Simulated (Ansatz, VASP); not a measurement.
## Two plane-wave programs on Ti

The input INCAR:

```
SYSTEM = Ti
PREC = Accurate
ENCUT = 500
EDIFF = 1E-6
ISMEAR = -1
SIGMA = 0.05
LREAL = .False.
LASPH = .True.
NELM = 120
ALGO = Normal
ISIF = 2
LWAVE = .False.
LCHARG = .True.
GGA = PS
LELF = .True.
LVHAR = .True.
NBANDS = 19
GGA_COMPAT = .False.
```

File KPOINTS:

```
regular mesh
0
Gamma
  9 9 9
  0 0 0
```

The input POSCAR:

```
Ti
1.0
    0.0000000000      2.7912246522      2.7912246522
    2.7912246522      0.0000000000      2.7912246522
    2.7912246522      2.7912246522      0.0000000000
Ti
2
Direct
   -0.2375000000     -0.0875000000     -0.0875000000
    0.2375000000      0.0875000000      0.0875000000
```

Input for Ansatz:

```yaml
crystal:
  lattice:
    - [0.0, 2.7912246522, 2.7912246522]
    - [2.7912246522, 0.0, 2.7912246522]
    - [2.7912246522, 2.7912246522, 0.0]
  atoms:
    - { symbol: Ti, position: [-0.2375, -0.0875, -0.0875] }
    - { symbol: Ti, position: [0.2375, 0.0875, 0.0875] }
kpoints:
  mp_grid: { grid: [9, 9, 9] }
scf:
  occupations: { method: fermi_dirac, width: 0.05 }
hamiltonian:
  xc: pbesol
  pseudopotentials: { kind: paw, source: ansatz }
output:
  forces: true
  stress: true
  eigenvalues: true
```

Change from the starting cell: shortest bond scaled by 0.7, PAW files, source ansatz.

Alike in both runs: task single point; functional PBEsol; k mesh 9 × 9 × 9; occupations fermi-dirac, width 0.05 eV; no spin polarisation.

|  | VASP | Ansatz |
| --- | --- | --- |
| version | VASP 6.6.1 | Ansatz 0.2.0 |
| potentials or method | VASP PAW PBE potentials, release 64 (Ti_sv) | scalar-relativistic |
| plane-wave cutoff (eV) | 500 | 740 |
| valence electrons in the cell | 24 | 24 |

Ansatz gave:

```
pressure (GPa)                                                : 15.6
traceless stress, the component that is largest in VASP (GPa) : -26.26
rms of the force components (eV/Å)                            : 5.127
```

Task: What did VASP give for the same quantities?

Result: Pressure (GPa): 22.2; traceless stress, the component that is largest in VASP (GPa): -32.59; rms of the force components (eV/Å): 6.968.

VASP's potentials were made for PBE, not for PBEsol. Atom by atom the forces differ by 1.841 eV/Å (rms over components). One of these differences is far larger than is usual between the two programs; its cause wasn't traced.
